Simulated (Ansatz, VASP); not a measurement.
**One calculation of MgF2, two programs**

```
Mg F
1.0
     4.71267    0.00000    0.00000
     0.00000    4.71267    0.00000
     0.00000    0.00000    3.10585
Mg F
2 4
Cartesian
  0.0000 0.0000 0.0000
  2.3563 2.3563 1.5529
  1.4277 1.4277 0.0000
  0.9286 3.7840 1.5529
  3.2850 3.2850 0.0000
  3.7840 0.9286 1.5529
```

Alike in both runs: task single point; functional r2SCAN; k mesh 4 × 4 × 8; no spin polarisation.

```csv
,VASP,Ansatz
version,VASP 6.6.1,Ansatz 0.2.0
potentials or method,"VASP PAW PBE potentials, release 64 (Mg_sv, F)","plane waves, PAW"
plane-wave cutoff (eV),920,500
occupations,"gaussian, width 0.01 eV",fixed
valence electrons in the cell,48,48
```

Ansatz gave:

| Item | Value |
| --- | --- |
| gap on the k mesh at the Fermi level (eV) | 7.66 |
| pressure (GPa) | -5.5 |
| traceless stress, the component that is largest in VASP (GPa) | -0.52 |
| rms of the force components (eV/Å) | 0.040 |

**Question.** Which values does VASP return?

**Answer.** gap on the k mesh at the Fermi level (eV): 7.67; pressure (GPa): -5.3; traceless stress, the component that is largest in VASP (GPa): -0.40; rms of the force components (eV/Å): 0.036.

VASP's potentials were made for PBE, not for r2SCAN. Atom by atom the forces differ by 0.003 eV/Å (rms over components).
